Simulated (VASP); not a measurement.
Input of a VASP 6.6.1 run:

File INCAR:

```
SYSTEM = Pt
ALGO = Normal
EDIFF = 1E-6
ENCUT = 500
GGA = PE
GGA_COMPAT = .FALSE.
ISIF = 2
ISMEAR = 0
LASPH = .TRUE.
LCHARG = .FALSE.
LREAL = .FALSE.
LWAVE = .FALSE.
NBANDS = 11
NELM = 120
PREC = Accurate
SIGMA = 0.05
```

File KPOINTS:

```
k-points
0
G
  18 18 18
  0 0 0
```

The input POSCAR:

```
Pt
1.0
   -1.5812777863      1.5812777863      1.5812777863
    1.5812777863     -1.5812777863      1.5812777863
    1.5812777863      1.5812777863     -1.5812777863
Pt
1
Direct
    0.0000000000      0.0000000000      0.0000000000
```

Potentials or basis: VASP PAW PBE potentials, release 64 (Pt).

Command:

```bash
$ cat potpaw_PBE.64/Pt/POTCAR > POTCAR
$ mpirun -np 1 vasp_std > vasp.out
```

**Question.** What does it give for the band gap on the k mesh?

**Answer.** Zero (bands 5 and 6 overlap by 2.14 eV).

**Question.** Predict the pressure.

**Answer.** -0.4 GPa.

Caveat: spin-orbit coupling is left out, which moves the levels of the heavy elements.
